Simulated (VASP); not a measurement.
Crystal: TePb.

```
Pb Te
1.0
     0.00000    3.64149    3.64149
     3.64149    0.00000    3.64149
     3.64149    3.64149    0.00000
Pb Te
1 1
Direct
  0.00000 0.00000 0.00000
  0.25000 0.25000 0.25000
```

Base run:

- Program: VASP 6.6.1
- Functional: PBE
- Potentials or basis: VASP PAW PBE potentials, release 64 (Pb_d, Te)
- Cutoff: 520 eV
- k mesh: 6 × 6 × 6
- Occupations: gaussian, width 0.01 eV
- Spin: no spin polarisation

Its results: band gap on the k mesh 0.74 eV (least direct gap 1.19 eV); pressure 0.5 GPa.

Problem. The run is repeated on the same cell with these changes: functional from PBE to r2SCAN. What comes out?

Solution. Band gap on the k mesh 0.91 eV (least direct gap 1.37 eV); pressure 0.0 GPa.

Caveats: spin-orbit coupling is left out, which moves the levels of the heavy elements; the PAW data sets were made with another functional, which shifts forces and pressure a little (at least some runs).

A k mesh can miss the band edges.
